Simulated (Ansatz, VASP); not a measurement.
# AgCl: VASP beside Ansatz

File INCAR:

```
SYSTEM = AgCl
ALGO = Normal
EDIFF = 1E-6
ENCUT = 520
GGA = PE
GGA_COMPAT = .FALSE.
ISIF = 2
ISMEAR = 1
LASPH = .TRUE.
LCHARG = .TRUE.
LMAXMIX = 4
LNONCOLLINEAR = .TRUE.
LORBIT = 11
LORBMOM = .TRUE.
LREAL = .FALSE.
LSORBIT = .TRUE.
LVHAR = .TRUE.
LWAVE = .FALSE.
MAGMOM = 0 0 0 0 0 0
NBANDS = 30
NELM = 150
PREC = Accurate
SIGMA = 0.001
```

File KPOINTS:

```
k-points
0
G
  9 9 9
  0 0 0
```

POSCAR

```
AgCl
1.0
    0.0000000000      2.8053350663      2.8053350663
    2.8053350663      0.0000000000      2.8053350663
    2.8053350663      2.8053350663      0.0000000000
Ag Cl
1 1
Direct
    0.0000000000      0.0000000000      0.0000000000
    0.5000000000      0.5000000000      0.5000000000
```

Input for Ansatz:

```yaml
crystal:
  lattice:
    - [0.0, 2.8053350663, 2.8053350663]
    - [2.8053350663, 0.0, 2.8053350663]
    - [2.8053350663, 2.8053350663, 0.0]
  atoms:
    - { symbol: Ag, position: [0.0, 0.0, 0.0] }
    - { symbol: Cl, position: [0.5, 0.5, 0.5] }
kpoints:
  mp_grid: { grid: [9, 9, 9] }
  band_path:
    path:
      - [0.0, 0.0, 0.0]
      - [0.5, 0.0, 0.5]
      - [0.625, 0.25, 0.625]
      - [0.375, 0.375, 0.75]
      - [0.0, 0.0, 0.0]
      - [0.5, 0.5, 0.5]
      - [0.5, 0.25, 0.75]
      - [0.5, 0.0, 0.5]
    npoints: 8
scf:
  occupations: { method: methfessel_paxton, width: 0.001 }
hamiltonian:
  xc: pbe
  pseudopotentials: { kind: all_electron, lapw: { basis_error: 0.0005 } }
output:
  forces: true
  stress: true
  eigenvalues: true
magnetization:
  noncollinear: true
  spin_orbit: true
```

Alike in both runs: task single point; functional PBE; k mesh 9 × 9 × 9; occupations methfessel-paxton of order 1, width 0.001 eV; non-collinear spin, spin-orbit coupling.

|  | VASP | Ansatz |
| --- | --- | --- |
| version | VASP 6.6.1 | Ansatz 0.2.0 |
| potentials or method | VASP PAW PBE potentials, release 64 (Ag, Cl), cutoff 520 eV | all-electron LAPW |

VASP gave:

| Property | Result |
| --- | --- |
| pressure (GPa) | -0.1 |
| net moment per atom (μB) | 0.00 |

Q: What did Ansatz give for the same quantities?

A: Pressure (GPa): 0.0; net moment per atom (μB): 0.00.

Ansatz ran all-electron here, and VASP with PAW potentials.
